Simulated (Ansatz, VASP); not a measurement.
Two plane-wave programs on C

```
CELL_PARAMETERS angstrom
0.00000 1.70583 1.91906
1.70583 0.00000 1.91906
1.70583 1.70583 0.00000
ATOMIC_POSITIONS crystal
C 0.50000 0.50000 0.50000
C 0.75000 0.75000 0.75000
```

Change from the starting cell: strain -0.040 along x and y, +0.080 along z, atoms carried along.

Alike in both runs: task single point; functional PBEsol; k mesh 12 × 12 × 12; occupations gaussian, width 0.05 eV; no spin polarisation.

|  | VASP | Ansatz |
| --- | --- | --- |
| version | VASP 6.6.1 | Ansatz 0.2.0 |
| potentials or method | VASP PAW PBE potentials, release 64 (C_h), cutoff 910 eV | scalar-relativistic, plane waves, PAW |
| valence electrons in the cell | 8 | 8 |

Ansatz gave:

| Quantity | Value |
| --- | --- |
| gap on the k mesh at the Fermi level (eV) | 2.59 |
| least direct gap on the mesh (eV) | 4.55 |

**Question.** Which values does VASP return?

**Answer.** gap on the k mesh at the Fermi level (eV): 2.59; least direct gap on the mesh (eV): 4.56.

VASP's potentials were made for PBE, not for PBEsol. The functional is the same, so the differences come from potentials, cutoffs and numerics.

Noted on VASP's run: the cutoff is short for stress, so the pressure is rough.
